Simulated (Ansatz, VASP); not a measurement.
# Two plane-wave programs on Al4GeRu

```
Al Ge Ru
1.0
     4.58830    0.00000    0.00000
    -2.29415    3.97358    0.00000
     0.00000    0.00000    5.23258
Al Ge Ru
4 1 1
Cartesian
  0.0000 2.6491 3.9444
  0.0000 2.6491 1.2881
  2.2941 1.3245 3.9444
  2.2941 1.3245 1.2881
  0.0000 0.0000 2.6163
  0.0000 0.0000 0.0000
```

Change from the starting cell: species swapped into the HfTaB4 type (P6/mmm, No. 191).

Alike in both runs: functional PBE; k mesh 12 × 12 × 8; occupations gaussian, width 0.1 eV; no spin polarisation.

Ansatz relaxed the structure, and its values are those at the end. VASP's run is a single point on that final structure, the one shown.

|  | VASP | Ansatz |
| --- | --- | --- |
| version | VASP 6.6.1 | Ansatz 0.2.0 |
| potentials or method | VASP PAW PBE potentials, release 64 (Al, Ge_d, Ru_pv), cutoff 520 eV | scalar-relativistic, plane waves, PAW |
| valence electrons in the cell | 40 | 42 |

|  | VASP | Ansatz | Ansatz less VASP |
| --- | --- | --- | --- |
| gap on the k mesh at the Fermi level (eV) | none | none | - |
| pressure (GPa) | 0.0 | 0.0 | -0.01 |

A gap of «none» marks a metal or a gap that the smearing closes. VASP's potentials hold 40 valence electrons a cell and Ansatz's 42, so a difference there can come from the potentials and not from the codes.
